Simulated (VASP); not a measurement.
# Li2S (Fm-3m) in VASP: notebook

Li2S is run at these levels: PBE, PBEsol+D3(BJ), revPBE+D3(BJ), BLYP; tasks: single point.

Program: VASP 6.6.1. These are calculated values, not measurements. Logs are shortened: lines on timing, memory, paths and dates and some standing lists are left out, and cuts for length are marked.

**1. The cell of the first run**

Symmetry: Fm-3m, No. 225, cubic system. The conventional cell has a = 5.708 Å, b = 5.708 Å, c = 5.708 Å, α = 90.00°, β = 90.00°, γ = 90.00°. Li (site symmetry -43m) has 4 S at 2.47 Å and 6 Li at 2.85 Å within 3.3 Å. Within 3.3 Å of S (site symmetry m-3m) lie 8 Li at 2.47 Å.

**2. Single point, PBE**

Contents of INCAR:

```
SYSTEM = Li2S
  PREC = Accurate
  ENCUT = 750
  EDIFF = 1E-6
  ISMEAR = 0
  SIGMA = 0.05
  LREAL = .FALSE.
  LASPH = .TRUE.
  NELM = 120
  ALGO = Normal
  ISIF = 2
  LWAVE = .FALSE.
  LCHARG = .TRUE.
  GGA = PE
  LELF = .TRUE.
  LVHAR = .TRUE.
  NBANDS = 13
  GGA_COMPAT = .FALSE.
```

Contents of KPOINTS:

```
Automatic mesh
0
G
  8 8 8
  0 0 0
```

Contents of POSCAR:

```
Li2S
1.0
    0.0000000000      2.8540007422      2.8540007422
    2.8540007422      0.0000000000      2.8540007422
    2.8540007422      2.8540007422      0.0000000000
Li S
2 1
Direct
    0.2500000000      0.2500000000      0.2500000000
    0.7500000000      0.7500000000      0.7500000000
    0.0000000000      0.0000000000      0.0000000000
```

Potentials or basis: VASP PAW PBE potentials, release 64 (Li_sv, S).

Started as:

```sh
$ cat potpaw_PBE.64/Li_sv/POTCAR potpaw_PBE.64/S/POTCAR > POTCAR
$ mpirun -np 1 vasp_std > vasp.out
```

OUTCAR:

```text
SYSTEM = Li2S
   PREC = Accurate
   ENCUT = 750
   EDIFF = 1E-6
   ISMEAR = 0
   LREAL = .FALSE.
   LASPH = .TRUE.
   NELM = 120
   ISIF = 2
   GGA = PE

 ion  position               nearest neighbor table
   1  0.250  0.250  0.250-   3 2.47   3 2.47   3 2.47   3 2.47
   2  0.750  0.750  0.750-   3 2.47   3 2.47   3 2.47   3 2.47
   3  0.000  0.000  0.000-   2 2.47   2 2.47   2 2.47   1 2.47   2 2.47   1 2.47   1 2.47   1 2.47

  LATTYP: Found a face centered cubic cell.
 ALAT       =     5.7080014844

  Lattice vectors:

 A1 = (   0.0000000000,   2.8540007422,   2.8540007422)
 A2 = (   2.8540007422,   0.0000000000,   2.8540007422)
 A3 = (   2.8540007422,   2.8540007422,   0.0000000000)

Analysis of symmetry for initial positions (statically):
=====================================================================
 Subroutine PRICEL returns:
 Original cell was already a primitive cell.

 Routine SETGRP: Setting up the symmetry group for a
 face centered cubic supercell.

 Subroutine GETGRP returns: Found 48 space group operations
 (whereof 48 operations were pure point group operations)
 out of a pool of 48 trial point group operations.

The static configuration has the point symmetry O_h .

Analysis of symmetry for dynamics (positions and initial velocities):
=====================================================================
 Subroutine PRICEL returns:
 Original cell was already a primitive cell.

 Routine SETGRP: Setting up the symmetry group for a
 face centered cubic supercell.

 Subroutine GETGRP returns: Found 48 space group operations
 (whereof 48 operations were pure point group operations)
 out of a pool of 48 trial point group operations.

The dynamic configuration has the point symmetry O_h .

 Subroutine INISYM returns: Found 48 space group operations
 (whereof 48 operations are pure point group operations),
 and found     1 'primitive' translations

----------------------------------------------------------------------------------------

                                     Primitive cell

  volume of cell :      46.4935

  direct lattice vectors                    reciprocal lattice vectors
     0.000000000  2.854000742  2.854000742    -0.175192666  0.175192666  0.175192666
     2.854000742  0.000000000  2.854000742     0.175192666 -0.175192666  0.175192666
     2.854000742  2.854000742  0.000000000     0.175192666  0.175192666 -0.175192666

  length of vectors
     4.036166557  4.036166557  4.036166557     0.303442599  0.303442599  0.303442599

  position of ions in fractional coordinates (direct lattice)
     0.250000000  0.250000000  0.250000000
     0.750000000  0.750000000  0.750000000
     0.000000000  0.000000000  0.000000000

  ion indices of the primitive-cell ions
   primitive index   ion index
                 1           1
                 2           2
                 3           3

----------------------------------------------------------------------------------------

 KPOINTS: Automatic mesh

Automatic generation of k-mesh.
 Grid dimensions read from file:
 generate k-points for:    8    8    8

 Generating k-lattice:

  Cartesian coordinates                     Fractional coordinates (reciprocal lattice)
    -0.021899083  0.021899083  0.021899083     0.125000000  0.000000000  0.000000000
     0.021899083 -0.021899083  0.021899083     0.000000000  0.125000000  0.000000000
     0.021899083  0.021899083 -0.021899083     0.000000000  0.000000000  0.125000000

  Length of vectors
     0.037930325  0.037930325  0.037930325

  Shift w.r.t. Gamma in fractional coordinates (k-lattice)
     0.000000000  0.000000000  0.000000000

 Subroutine IBZKPT returns following result:
 ===========================================

 Found     29 irreducible k-points:

 Following reciprocal coordinates:
            Coordinates               Weight
  0.000000  0.000000  0.000000      1.000000
  0.125000  0.000000  0.000000      8.000000
  0.250000  0.000000  0.000000      8.000000
  0.375000  0.000000  0.000000      8.000000
  0.500000  0.000000  0.000000      4.000000
  0.125000  0.125000  0.000000      6.000000
[... 16 lines left out ...]
  0.500000  0.250000  0.125000     48.000000
 -0.375000  0.250000  0.125000     24.000000
 [... further k-points ...]
   k-points           NKPTS =     29   k-points in BZ     NKDIM =     29   number of bands    NBANDS=     13
   number of dos      NEDOS =    301   number of ions     NIONS =      3
   total plane-waves  NPLWV =  46656
   dimension x,y,z NGX =    36 NGY =   36 NGZ =   36
   dimension x,y,z NGXF=    72 NGYF=   72 NGZF=   72
   ions per type =               2   1
   NGX,Y,Z   is equivalent  to a cutoff of  14.83, 14.83, 14.83 a.u.
   NGXF,Y,Z  is equivalent  to a cutoff of  29.66, 29.66, 29.66 a.u.
 SYSTEM =  Li2S
   PREC   = accura    normal or accurate (medium, high low for compatibility)
   ISTART =      0    job   : 0-new  1-cont  2-samecut
   ICHARG =      2    charge: 1-file 2-atom 10-const
   ISPIN  =      1    spin polarized calculation?
   LNONCOLLINEAR =      F non collinear calculations
   LSORBIT =      F    spin-orbit coupling
   LASPH  =      T    aspherical Exc in radial PAW
   ENCUT  =  750.0 eV  55.12 Ry    7.42 a.u.   9.01  9.01  9.01*2*pi/ulx,y,z
   NELM   =    120;   NELMIN=  2; NELMDL= -5     # of ELM steps
   EDIFF  = 0.1E-05   stopping-criterion for ELM
   LREAL  =      F    real-space projection
   EDIFFG = 0.1E-04   stopping-criterion for IOM
   NSW    =      0    number of steps for IOM
   IBRION =     -1    ionic relax: 0-MD 1-quasi-New 2-CG
   NFREE  =      0    steps in history (QN), initial steepest desc. (CG)
   ISIF   =      2    stress and relaxation
   ISYM   =      2    0-nonsym 1-usesym 2-fastsym
   POTIM  = 0.5000    time-step for ionic-motion
   TEBEG  =    0.0;   TEEND  =   0.0 temperature during run
   PSTRESS=    0.0 pullay stress
   NELECT =      12.0000    total number of electrons
   NUPDOWN=      -1.0000    fix difference up-down
   EMIN   =  10.00;   EMAX   =-10.00  energy-range for DOS
   EFERMI =   0.00;   METHOD = LEGACY
   ISMEAR =     0;   SIGMA  =   0.05  broadening in eV -4-tet -1-fermi 0-gaus
   EFERMI_NEDOS =   21; number of points for ismear=-14 and -15
   IALGO  =     38    algorithm
   IMIX   =      4    mixing-type and parameters
     AMIX     =   0.40;   BMIX     =  1.00
     AMIX_MAG =   1.60;   BMIX_MAG =  1.00
  volume/ion in A,a.u.               =      15.50       104.58
  Fermi-wavevector in a.u.,A,eV,Ry     =   1.042328  1.969715 14.782024  1.086448
  Thomas-Fermi vector in A             =   2.176989
   LORBIT       =      0    0 simple, 1 ext, 2 COOP (PROOUT), +10 PAW based schemes
   GGA     = PE    functional components
   LHFCALC =     F    Hartree Fock is set to
   AEXX    =    0.0000 exact exchange contribution
   IVDW    =     0    specifies the selected vdW correction
   LEPSILON=     F    determine dielectric tensor
   LRPA    =     F    only Hartree local field effects (RPA)
 non-spin polarized calculation
 Gauss-broadening in eV      SIGMA  =   0.05
  energy-cutoff  :      750.00
  volume of cell :       46.49
 maximum number of plane-waves:      2200
   NGX = 17   NGY = 17   NGZ = 17

 number of electron      11.9999999 magnetization

 Free energy of the ion-electron system (eV)
  ---------------------------------------------------
  ext. energy  EPLUGINS =         0.00000000
  ---------------------------------------------------
  free energy    TOTEN  =       -11.99503207 eV

  energy without entropy =      -11.99503207  energy(sigma->0) =      -11.99503207

 E-fermi :   1.7671     XC(G=0):  -8.4879

 val. band max:        1.4305164586   @ k =   0.0000   0.0000   0.0000
 cond. band min:       4.8240439412   @ k =   0.5000   0.5000   0.0000
 fundamental gap:      3.3935274826
 Fermi energy:         1.7671498721

 k-point     1 :       0.0000    0.0000    0.0000
  band No.  band energies     occupation
      1     -42.7505      2.00000
      2     -42.7088      2.00000
      3      -9.5803      2.00000
      4       1.4305      2.00000
      5       1.4305      2.00000
      6       1.4305      2.00000
      7       5.6736      0.00000
      8       7.6584      0.00000
      9       7.6584      0.00000
     10       7.6584      0.00000
     11      12.5966      0.00000
     12      12.5966      0.00000
     13      13.8318      0.00000

 k-point     2 :       0.1250    0.0000    0.0000
  band No.  band energies     occupation
      1     -42.7488      2.00000
      2     -42.7103      2.00000
      3      -9.5242      2.00000
      4       0.8382      2.00000
      5       1.3435      2.00000
      6       1.3435      2.00000
      7       6.1050      0.00000
      8       7.8925      0.00000
      9       7.8925      0.00000
     10       8.0033      0.00000
     11      11.6353      0.00000
     12      11.6353      0.00000
     13      13.9729      0.00000

 k-point     3 :       0.2500    0.0000    0.0000
  band No.  band energies     occupation
      1     -42.7441      2.00000
      2     -42.7146      2.00000
      3      -9.3801      2.00000
      4      -0.2454      2.00000
      5       1.1549      2.00000
      6       1.1549      2.00000
      7       6.7768      0.00000
      8       8.2166      0.00000
      9       8.2166      0.00000
     10       8.8328      0.00000
     11      11.2665      0.00000
     12      11.2665      0.00000
     13      14.3972      0.00000
[... 305 lines left out ...]
 k-point    23 :       0.5000    0.2500    0.1250
  band No.  band energies     occupation
      1     -42.7353      2.00000
      2     -42.7225      2.00000
      3      -9.1416      2.00000
      4      -0.8995      2.00000
      5       0.2164      2.00000
      6       0.6794      2.00000
      7       7.1537      0.00000
      8       8.1888      0.00000
      9       9.4201      0.00000
     10       9.8343      0.00000
     11      11.4048      0.00000
     12      13.7740      0.00000
     13      15.1947      0.00000

 k-point    24 :      -0.3750    0.2500    0.1250
  band No.  band energies     occupation
      1     -42.7288      2.00000
      2     -42.7288      2.00000
      3      -9.0846      2.00000
      4      -1.1296      2.00000
      5       0.1952      2.00000
      6       0.5343      2.00000
      7       7.2880      0.00000
      8       8.0570      0.00000
      9       9.7668      0.00000
     10      10.4021      0.00000
     11      11.7484      0.00000
     12      13.0629      0.00000
     13      14.7883      0.00000

 [... further k-points ...]

------------------------ aborting loop because EDIFF is reached ----------------------------------------

  FORCE on cell =-STRESS in cart. coord.  units (eV):
  Direction    XX          YY          ZZ          XY          YZ          ZX
  --------------------------------------------------------------------------------------
  -------------------------------------------------------------------------------------
  Total       -0.0511399     -0.0511399     -0.0511399      0.0000000      0.0000000     -0.0000000
  in kB       -1.7622948     -1.7622948     -1.7622948      0.0000000      0.0000000     -0.0000000
  external PRESSURE =      -1.7622948 kB  Pullay stress =       0.0000000 kB

 VOLUME and BASIS-vectors are now :
 -----------------------------------------------------------------------------
  energy-cutoff  :      750.00
  volume of cell :       46.49
      direct lattice vectors                 reciprocal lattice vectors
     0.000000000  2.854000742  2.854000742    -0.175192666  0.175192666  0.175192666
     2.854000742  0.000000000  2.854000742     0.175192666 -0.175192666  0.175192666
     2.854000742  2.854000742  0.000000000     0.175192666  0.175192666 -0.175192666

 POSITION                                       TOTAL-FORCE (eV/Angst)
 -----------------------------------------------------------------------------------
      1.42700      1.42700      1.42700        -0.000000     -0.000000     -0.000000
      4.28100      4.28100      4.28100         0.000000      0.000000      0.000000
      0.00000      0.00000      0.00000         0.000000      0.000000     -0.000000
 -----------------------------------------------------------------------------------
    total drift:                                0.000000      0.000000      0.000000

  FREE ENERGIE OF THE ION-ELECTRON SYSTEM (eV)
  ---------------------------------------------------
  free  energy   TOTEN  =       -11.9950320737 eV

  energy  without entropy=      -11.9950320737  energy(sigma->0) =      -11.99503207
```

Run time: 59 s. Hardware: 1 thread of AMD EPYC 7R13, shared host; peak memory 0.17 GiB.

Results:

```yaml
Free_energy: -11.9950 eV
Pressure: -0.2 GPa
Band_gap_on_the_k_mesh: 3.39 eV (least direct gap 4.24 eV)
```

A k mesh can miss the band edges. As with any semilocal functional, this PBE gap is likely too small.

**3. Single point, PBEsol+D3(BJ)**

Contents of INCAR:

```
SYSTEM = Li2S
  PREC = Accurate
  ENCUT = 750
  EDIFF = 1E-6
  ISMEAR = 0
  SIGMA = 0.05
  LREAL = .False.
  LASPH = .True.
  NELM = 120
  ALGO = Normal
  ISIF = 2
  LWAVE = .False.
  LCHARG = .False.
  GGA = PS
  IVDW = 12
  NBANDS = 13
  GGA_COMPAT = .False.
```

Contents of KPOINTS:

```
Automatic mesh
0
Gamma
  8 8 8
  0 0 0
```

POSCAR is that of step 2.

Potentials or basis: VASP PAW PBE potentials, release 64 (Li_sv, S).

Started as:

```sh
$ cat potpaw_PBE.64/Li_sv/POTCAR potpaw_PBE.64/S/POTCAR > POTCAR
$ mpirun -np 1 vasp_std > vasp.out
```

Run time: 50 s. Hardware: 1 thread of AMD EPYC 7R13, shared host; peak memory 0.18 GiB.

Results (log left out):

```yaml
Free_energy: -13.0433 eV
Pressure: -3.5 GPa
Band_gap_on_the_k_mesh: 3.22 eV (least direct gap 4.07 eV)
Dispersion_energy_per_atom: -0.223 eV
```

Levels at points of the mesh, in eV from the valence-band top:
```tsv
k point	band 4	band 5	band 6	band 7	band 8	band 9
(0.00, 0.00, 0.00)	0.00	0.00	0.00	4.07	6.15	6.15
(0.50, 0.00, 0.00)	-2.91	-0.51	-0.51	5.97	6.48	6.48
(0.50, 0.50, 0.00)	-2.19	-1.43	-1.43	3.22	7.00	10.93
```

Caveat: the cell stands under tension; the PAW data sets were made with another functional, which shifts forces and pressure a little.

[end of part 1 of 3]
